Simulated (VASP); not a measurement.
# FeCo3 (P4/mmm) in VASP: single point with PBEsol

Aim: the single point of FeCo3 with PBEsol.

Program: VASP 6.6.1. These are calculated values, not measurements. Logs are shortened: lines on timing, memory, paths and dates and some standing lists are left out, and cuts for length are marked.

### 1 The cell of the first run

The structure is tetragonal, space group P4/mmm (No. 123). Conventional cell: a = 2.357 Å, b = 2.357 Å, c = 6.727 Å, α = 90.00°, β = 90.00°, γ = 90.00°. Within 3.1 Å of Fe (site symmetry 4/mmm) lie 8 Co at 2.36 Å and 4 Fe at 2.36 Å. Within 3.1 Å of Co (site symmetry 4mm) lie 4 Fe at 2.36 Å and 8 Co at 2.36 to 2.38 Å. Within 3.1 Å of Co (site symmetry 4/mmm) lie 12 Co at 2.36 to 2.38 Å.

### 2 Single point, PBEsol, collinear spin, ferromagnetic start (9.35 Å³/atom)

INCAR

```
SYSTEM = FeCo3
PREC     = Accurate       ! precision mode
ENCUT    = 520            ! plane-wave cutoff, eV
EDIFF    = 1E-6           ! SCF threshold, eV
ISMEAR   = 0              ! smearing method
SIGMA    = 0.1            ! smearing width, eV
LREAL    = .FALSE.        ! projectors in reciprocal space
LASPH    = .TRUE.         ! aspherical terms in the spheres
NELM     = 150            ! most SCF steps
ALGO     = Fast           ! electronic algorithm
ISIF     = 2              ! what is computed and relaxed
LWAVE    = .FALSE.        ! write WAVECAR
LCHARG   = .FALSE.        ! write CHGCAR
ISPIN    = 2              ! spin polarisation
MAGMOM   = 2.67 1.82 1.88 1.82 ! initial moments
LORBIT   = 11             ! projections on sites
LMAXMIX  = 4              ! l up to which the mixer works
GGA      = PS             ! functional
NBANDS   = 30             ! bands
```

KPOINTS

```
regular mesh
0
G
  16 16 6
  0 0 0
```

POSCAR

```
FeCo3
1.0
    2.3574784020      0.0000000000      0.0000000000
    0.0000000000      2.3574784020      0.0000000000
    0.0000000000      0.0000000000      6.7266913416
Fe Co
1 3
Direct
    0.0000000000      0.0000000000      0.0000000000
    0.5000000000      0.5000000000      0.7522989846
    0.0000000000      0.0000000000      0.5000000000
    0.5000000000      0.5000000000      0.2477010154
```

Potentials or basis: VASP PAW PBE potentials, release 64 (Fe, Co).

Started as:

```sh
cat potpaw_PBE.64/Fe/POTCAR potpaw_PBE.64/Co/POTCAR > POTCAR
mpirun -np 1 vasp_std > vasp.out
```

OUTCAR:

```text
SYSTEM = FeCo3
   PREC = Accurate
   ENCUT = 520
   EDIFF = 1E-6
   ISMEAR = 0
   LREAL = .FALSE.
   LASPH = .TRUE.
   NELM = 150
   ISIF = 2
   ISPIN = 2
   LORBIT = 11
   GGA = PS

 ion  position               nearest neighbor table
   1  0.000  0.000  0.000-   2 2.36   4 2.36   2 2.36   4 2.36   2 2.36   4 2.36   2 2.36   4 2.36

   2  0.500  0.500  0.752-   1 2.36   1 2.36   1 2.36   1 2.36   3 2.38   3 2.38   3 2.38   3 2.38

   3  0.000  0.000  0.500-   2 2.38   4 2.38   2 2.38   4 2.38   2 2.38   4 2.38   2 2.38   4 2.38

   4  0.500  0.500  0.248-   1 2.36   1 2.36   1 2.36   1 2.36   3 2.38   3 2.38   3 2.38   3 2.38

  LATTYP: Found a simple tetragonal cell.
 ALAT       =     2.3574784020
 C/A-ratio  =     2.8533416620

  Lattice vectors:

 A1 = (   2.3574784020,   0.0000000000,   0.0000000000)
 A2 = (   0.0000000000,   2.3574784020,   0.0000000000)
 A3 = (   0.0000000000,   0.0000000000,   6.7266913416)

Analysis of symmetry for initial positions (statically):
=====================================================================
 Subroutine PRICEL returns:
 Original cell was already a primitive cell.

 Routine SETGRP: Setting up the symmetry group for a
 simple tetragonal supercell.

 Subroutine GETGRP returns: Found 16 space group operations
 (whereof 16 operations were pure point group operations)
 out of a pool of 16 trial point group operations.

The static configuration has the point symmetry D_4h.

Analysis of symmetry for dynamics (positions and initial velocities):
=====================================================================
 Subroutine PRICEL returns:
 Original cell was already a primitive cell.

 Routine SETGRP: Setting up the symmetry group for a
 simple tetragonal supercell.

 Subroutine GETGRP returns: Found 16 space group operations
 (whereof 16 operations were pure point group operations)
 out of a pool of 16 trial point group operations.

The dynamic configuration has the point symmetry D_4h.

Analysis of structural, dynamic, and magnetic symmetry:
=====================================================================
 Subroutine PRICEL returns:
 Original cell was already a primitive cell.

 Routine SETGRP: Setting up the symmetry group for a
 simple tetragonal supercell.

 Subroutine GETGRP returns: Found 16 space group operations
 (whereof 16 operations were pure point group operations)
 out of a pool of 16 trial point group operations.

The overall configuration has the point symmetry D_4h.

 Subroutine INISYM returns: Found 16 space group operations
 (whereof 16 operations are pure point group operations),
 and found     1 'primitive' translations

----------------------------------------------------------------------------------------

                                     Primitive cell

  volume of cell :      37.3850

  direct lattice vectors                    reciprocal lattice vectors
     2.357478402  0.000000000  0.000000000     0.424182041  0.000000000  0.000000000
     0.000000000  2.357478402  0.000000000     0.000000000  0.424182041  0.000000000
     0.000000000  0.000000000  6.726691342     0.000000000  0.000000000  0.148661496

  length of vectors
     2.357478402  2.357478402  6.726691342     0.424182041  0.424182041  0.148661496

  position of ions in fractional coordinates (direct lattice)
     0.000000000  0.000000000  0.000000000
     0.500000000  0.500000000  0.752298985
     0.000000000  0.000000000  0.500000000
     0.500000000  0.500000000  0.247701015

  ion indices of the primitive-cell ions
   primitive index   ion index
                 1           1
                 2           2
                 3           3
                 4           4

----------------------------------------------------------------------------------------

 KPOINTS: regular mesh

Automatic generation of k-mesh.
 Grid dimensions read from file:
 generate k-points for:   16   16    6

 Generating k-lattice:

  Cartesian coordinates                     Fractional coordinates (reciprocal lattice)
     0.026511378  0.000000000  0.000000000     0.062500000  0.000000000  0.000000000
     0.000000000  0.026511378  0.000000000     0.000000000  0.062500000  0.000000000
     0.000000000  0.000000000  0.024776916     0.000000000  0.000000000  0.166666667

  Length of vectors
     0.026511378  0.026511378  0.024776916

  Shift w.r.t. Gamma in fractional coordinates (k-lattice)
     0.000000000  0.000000000  0.000000000

 Subroutine IBZKPT returns following result:
 ===========================================

 Found    180 irreducible k-points:

 Following reciprocal coordinates:
            Coordinates               Weight
  0.000000  0.000000  0.000000      1.000000
  0.062500  0.000000  0.000000      4.000000
  0.125000  0.000000  0.000000      4.000000
  0.187500  0.000000  0.000000      4.000000
  0.250000  0.000000  0.000000      4.000000
  0.312500  0.000000  0.000000      4.000000
[... 16 lines left out ...]
  0.437500  0.125000  0.000000      8.000000
  0.500000  0.125000  0.000000      4.000000
 [... further k-points ...]
   k-points           NKPTS =    180   k-points in BZ     NKDIM =    180   number of bands    NBANDS=     30
   number of dos      NEDOS =    301   number of ions     NIONS =      4
   total plane-waves  NPLWV =  16200
   dimension x,y,z NGX =    18 NGY =   18 NGZ =   50
   dimension x,y,z NGXF=    36 NGYF=   36 NGZF=  100
   ions per type =               1   3
   NGX,Y,Z   is equivalent  to a cutoff of  12.69, 12.69, 12.36 a.u.
   NGXF,Y,Z  is equivalent  to a cutoff of  25.39, 25.39, 24.71 a.u.
 SYSTEM =  FeCo3
   PREC   = accura    normal or accurate (medium, high low for compatibility)
   ISTART =      0    job   : 0-new  1-cont  2-samecut
   ICHARG =      2    charge: 1-file 2-atom 10-const
   ISPIN  =      2    spin polarized calculation?
   LNONCOLLINEAR =      F non collinear calculations
   LSORBIT =      F    spin-orbit coupling
   LASPH  =      T    aspherical Exc in radial PAW
   ENCUT  =  520.0 eV  38.22 Ry    6.18 a.u.   4.38  4.38 12.51*2*pi/ulx,y,z
   NELM   =    150;   NELMIN=  2; NELMDL= -5     # of ELM steps
   EDIFF  = 0.1E-05   stopping-criterion for ELM
   LREAL  =      F    real-space projection
   EDIFFG = 0.1E-04   stopping-criterion for IOM
   NSW    =      0    number of steps for IOM
   IBRION =     -1    ionic relax: 0-MD 1-quasi-New 2-CG
   NFREE  =      0    steps in history (QN), initial steepest desc. (CG)
   ISIF   =      2    stress and relaxation
   ISYM   =      2    0-nonsym 1-usesym 2-fastsym
   POTIM  = 0.5000    time-step for ionic-motion
   TEBEG  =    0.0;   TEEND  =   0.0 temperature during run
   PSTRESS=    0.0 pullay stress
   NELECT =      35.0000    total number of electrons
   NUPDOWN=      -1.0000    fix difference up-down
   EMIN   =  10.00;   EMAX   =-10.00  energy-range for DOS
   EFERMI =   0.00;   METHOD = LEGACY
   ISMEAR =     0;   SIGMA  =   0.10  broadening in eV -4-tet -1-fermi 0-gaus
   EFERMI_NEDOS =   21; number of points for ismear=-14 and -15
   IALGO  =     68    algorithm
   IMIX   =      4    mixing-type and parameters
     AMIX     =   0.40;   BMIX     =  1.00
     AMIX_MAG =   1.60;   BMIX_MAG =  1.00
  volume/ion in A,a.u.               =       9.35        63.07
  Fermi-wavevector in a.u.,A,eV,Ry     =   1.601518  3.026430 34.897044  2.564860
  Thomas-Fermi vector in A             =   2.698484
   LORBIT       =     11    0 simple, 1 ext, 2 COOP (PROOUT), +10 PAW based schemes
   GGA     = PS    functional components
   LHFCALC =     F    Hartree Fock is set to
   AEXX    =    0.0000 exact exchange contribution
   IVDW    =     0    specifies the selected vdW correction
   LEPSILON=     F    determine dielectric tensor
   LRPA    =     F    only Hartree local field effects (RPA)
 spin polarized calculation
 RMM-DIIS sequential band-by-band and
 Gauss-broadening in eV      SIGMA  =   0.10
  energy-cutoff  :      520.00
  volume of cell :       37.38
 maximum number of plane-waves:      1029
 NGX is ok and might be reduce to    18
   NGX =  9   NGY =  9   NGZ = 25

 number of electron      34.9999996 magnetization       1.0892997

 Free energy of the ion-electron system (eV)
  ---------------------------------------------------
  ext. energy  EPLUGINS =         0.00000000
  ---------------------------------------------------
  free energy    TOTEN  =       -31.61987030 eV

  energy without entropy =      -31.59195313  energy(sigma->0) =      -31.60591171

 E-fermi :  11.2192     XC(G=0): -14.4911

 val. band max:       11.2179701821   @ k =   0.5000   0.0000   0.3333
 cond. band min:      11.2215985194   @ k =   0.4375   0.1875   0.1667
 fundamental gap:      0.0036283373
 Fermi energy:        11.2192135903

 spin component 1

 k-point     1 :       0.0000    0.0000    0.0000
  band No.  band energies     occupation
      1       1.4499      1.00000
      2       4.5027      1.00000
      3       4.6047      1.00000
      4       5.5203      1.00000
      5       6.2386      1.00000
      6       7.3868      1.00000
[... 757 lines left out ...]
     28      25.2988      0.00000
     29      26.3338      0.00000

 [... further k-points ...]

 spin component 2

 k-point     1 :       0.0000    0.0000    0.0000
  band No.  band energies     occupation
      1       1.4522      1.00000
      2       4.5664      1.00000
      3       4.5761      1.00000
      4       5.6700      1.00000
      5       6.4332      1.00000
      6       7.7343      1.00000
[... 757 lines left out ...]
     28      25.3946      0.00000
     29      26.4491      0.00000

 [... further k-points ...]

 [bands above 29 left out]

------------------------ aborting loop because EDIFF is reached ----------------------------------------

  FORCE on cell =-STRESS in cart. coord.  units (eV):
  Direction    XX          YY          ZZ          XY          YZ          ZX
  --------------------------------------------------------------------------------------
  -------------------------------------------------------------------------------------
  Total        4.9241036      4.9241036      4.9781105      0.0000000      0.0000000      0.0000000
  in kB      211.0283573    211.0283573    213.3428888      0.0000000      0.0000000      0.0000000
  external PRESSURE =     211.7998678 kB  Pullay stress =       0.0000000 kB

 VOLUME and BASIS-vectors are now :
 -----------------------------------------------------------------------------
  energy-cutoff  :      520.00
  volume of cell :       37.38
      direct lattice vectors                 reciprocal lattice vectors
     2.357478402  0.000000000  0.000000000     0.424182041  0.000000000  0.000000000
     0.000000000  2.357478402  0.000000000     0.000000000  0.424182041  0.000000000
     0.000000000  0.000000000  6.726691342     0.000000000  0.000000000  0.148661496

 POSITION                                       TOTAL-FORCE (eV/Angst)
 -----------------------------------------------------------------------------------
      0.00000      0.00000      0.00000         0.000000     -0.000000      0.000000
      1.17874      1.17874      5.06048         0.000000      0.000000     -0.036039
      0.00000      0.00000      3.36335         0.000000     -0.000000      0.000000
      1.17874      1.17874      1.66621         0.000000      0.000000      0.036039
 -----------------------------------------------------------------------------------
    total drift:                                0.000000      0.000000      0.000000

  FREE ENERGIE OF THE ION-ELECTRON SYSTEM (eV)
  ---------------------------------------------------
  free  energy   TOTEN  =       -31.6198702989 eV

  energy  without entropy=      -31.5919531271  energy(sigma->0) =      -31.60591171

 total charge

# of ion       s       p       d       tot
------------------------------------------
    1        0.577   0.717   6.411   7.705
    2        0.565   0.682   7.393   8.640
    3        0.554   0.658   7.364   8.577
    4        0.565   0.682   7.393   8.640
--------------------------------------------------
tot          2.262   2.739  28.562  33.562

 magnetization (x)

# of ion       s       p       d       tot
------------------------------------------
    1       -0.008  -0.014  -0.908  -0.931
    2        0.000  -0.007   0.485   0.478
    3       -0.001  -0.017   1.084   1.065
    4        0.000  -0.007   0.485   0.478
--------------------------------------------------
tot         -0.009  -0.046   1.146   1.091
```

Wall time 21 min (1 thread of Intel Xeon 8259CL, shared host); peak memory 0.36 GiB.

Results:

```
Free energy                                           : -31.6199 eV
Pressure                                              : 21.2 GPa
Largest force                                         : 0.036 eV/Å
Net moment                                            : 1.09 μB per cell
Site moments                                          : Fe -0.93; Co +0.48, +1.06 (each value once) μB
Valence electrons inside the program's atomic spheres : Fe 7.71; Co 8.64, 8.58 (each value once)
```

Forces on the atoms (eV/Å):
```
Fe   0.000  0.000  0.000
Co   0.000  0.000 -0.036
Co   0.000  0.000  0.000
Co   0.000  0.000  0.036
```

Levels at points of the mesh, in eV from the Fermi level:
Spin up:
```tsv
k point	band 15	band 16	band 17	band 18	band 19	band 20	band 21	band 22
(0.00, 0.00, 0.00)	-0.97	-0.96	-0.96	-0.45	-0.40	-0.29	0.91	0.91
(0.50, 0.00, 0.00)	-0.96	-0.80	-0.25	-0.18	0.29	0.40	0.58	0.81
(0.50, 0.50, 0.00)	0.45	0.45	0.69	0.69	0.88	1.78	3.10	3.10
(0.00, 0.00, 0.50)	-0.82	-0.50	-0.33	-0.33	-0.20	0.20	0.39	0.67
(0.50, 0.00, 0.50)	-1.79	-1.72	-0.51	-0.43	0.43	0.73	1.49	1.66
(0.50, 0.50, 0.50)	-0.12	0.16	0.45	0.45	0.75	1.78	5.60	5.60
```
Spin down:
```tsv
k point	band 13	band 14	band 15	band 16	band 17	band 18	band 19	band 20	band 21	band 22
(0.00, 0.00, 0.00)	-0.75	-0.75	-0.68	-0.68	-0.46	-0.41	0.19	0.22	0.81	1.04
(0.50, 0.00, 0.00)	-1.04	-1.02	-0.44	-0.37	-0.24	-0.20	0.71	0.71	0.79	0.79
(0.50, 0.50, 0.00)	0.67	0.77	0.96	0.96	1.00	1.00	1.01	1.26	3.11	3.11
(0.00, 0.00, 0.50)	-0.94	-0.72	-0.42	-0.02	0.17	0.33	0.33	0.44	0.45	0.55
(0.50, 0.00, 0.50)	-1.85	-1.77	-1.54	-1.45	0.20	0.21	0.38	0.50	2.03	2.12
(0.50, 0.50, 0.50)	-0.01	0.09	0.17	0.40	0.96	0.96	1.01	1.26	5.72	5.72
```

Caveat: the cell stands under pressure; the PAW data sets were made with another functional, which shifts forces and pressure a little.
